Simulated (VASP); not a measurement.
BN:

```
B N
1.0
     2.54395    0.00000    0.00000
    -1.27197    2.20312    0.00000
     0.00000    0.00000    4.20782
B N
2 2
Direct
  0.66667 0.33333 0.00020
  0.33333 0.66667 0.50020
  0.66667 0.33333 0.37480
  0.33333 0.66667 0.87480
```

Base run:

```yaml
Program: VASP 6.6.1
Functional: PBE
Potentials_or_basis: VASP PAW PBE potentials, release 64 (B, N)
Cutoff: 520 eV
k_mesh: 9 × 9 × 4
Occupations: gaussian, width 0.01 eV
Spin: no spin polarisation
```

Its results: band gap on the k mesh 5.19 eV (least direct gap 8.29 eV); pressure 4.9 GPa.

The run is repeated on the same cell with these changes: functional from PBE to r2SCAN; k mesh from 9 × 9 × 4 to 6 × 6 × 4. What comes out?

Band gap on the k mesh 5.72 eV (least direct gap 8.99 eV); pressure 1.1 GPa.

Several settings changed at once.

Caveats: some runs use coarse meshes; the cell stands under pressure (at least some runs); an odd mesh through Γ misses points on the zone boundary, where band edges can lie (at least some runs); the PAW data sets were made with another functional, which shifts forces and pressure a little (at least some runs).
